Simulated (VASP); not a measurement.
Runs of VASP 6.6.1 on SnO. It takes space group Fm-3m (No. 225, cubic). The conventional cell has a = 5.074 Å, b = 5.074 Å, c = 5.074 Å, α = 90.00°, β = 90.00°, γ = 90.00°. Sn (site symmetry m-3m) has 6 O at 2.54 Å within 3.3 Å. Within 3.3 Å of O (site symmetry m-3m) lie 6 Sn at 2.54 Å. 

| level | k mesh | smearing | grid for exact exchange (PRECFOCK) | share of exact exchange | screening parameter | gap on the mesh (eV) | pressure (GPa) |
| --- | --- | --- | --- | --- | --- | --- | --- |
| HSE06 | 4 × 4 × 4 | gaussian 0.01 eV | Normal | 0.25 | 0.2079 1/Å | 1.29 | -1.1 |
| PBE | 6 × 6 × 6 | gaussian 0.01 eV | - | - | - | 1.05 | (a) |
| PBE-based screened hybrid with 75 % exact exchange | 4 × 4 × 4 | gaussian 0.01 eV | Normal | 0.75 | 0.1 1/Å | 1.84 | -7.7 |
| PBE-based global hybrid with 20 % exact exchange | 4 × 4 × 4 | gaussian 0.01 eV | Normal | 0.2 | - | 1.79 | (b) |
| HSE06 | 4 × 4 × 4 | methfessel-paxton 0.05 eV | Normal | 0.25 | 0.2079 1/Å | 1.29 | -1.1 |

Alike in all rows: task single point; potentials or basis VASP PAW PBE potentials, release 64 (Sn_d, O); no spin polarisation; cell as given; cutoff (eV) 520.

Question: Fill in the values left out.

Answer: (a) 2.5; (b) -0.7.

Caveats: some runs use coarse meshes; the structure was generated, so it needn't be the stable form of SnO; spin-orbit coupling is left out, which moves the levels of the heavy elements; the PAW data sets were made with another functional, which shifts forces and pressure a little (at least some runs).

A k mesh can miss the band edges, and the runs leave out spin-orbit coupling on Sn.
